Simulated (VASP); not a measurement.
Set up this calculation in VASP 6.6.1, as the native input.

```
Task                   : single point
Functional             : PBE
Potentials or basis    : VASP PAW PBE potentials, release 64 (Rb_sv, Pd)
Cutoff                 : 520 eV
k mesh                 : 6 × 6 × 6
Occupations            : gaussian, width 0.1 eV
Spin                   : no spin polarisation
Dipole correction      : no
Further INCAR settings : ALGO = Fast; EDIFF = 1e-06; NBANDS = 16
```

The structure of RbPd lies in POSCAR:

```
RbPd
1.0
    0.0000000000      3.2364828700      3.2364828700
    3.2364828700      0.0000000000      3.2364828700
    3.2364828700      3.2364828700      0.0000000000
Rb Pd
1 1
Direct
    0.0000000000      0.0000000000      0.0000000000
    0.7500000000      0.7500000000      0.7500000000
```

The input as run:

INCAR

```
ALGO = Fast ; EDIFF = 1E-6
ENCUT = 520 ; GGA = PE
ISIF = 2 ; ISMEAR = 0
LASPH = True ; LCHARG = False
LREAL = False ; LWAVE = False
NBANDS = 16 ; NELM = 60
PREC = Accurate ; SIGMA = 0.1
```

KPOINTS

```
k-points
0
Gamma
  6 6 6
```

Potentials or basis: VASP PAW PBE potentials, release 64 (Rb_sv, Pd).

Run with:

```sh
$ cat potpaw_PBE.64/Rb_sv/POTCAR potpaw_PBE.64/Pd/POTCAR > POTCAR
$ mpirun -np 1 vasp_std > vasp.out
```

It gave:

```yaml
Pressure: 5.2 GPa
```

Wall time 38 s on 1 thread of Intel Xeon 8259CL, on a shared host, peak memory 0.2 GiB.
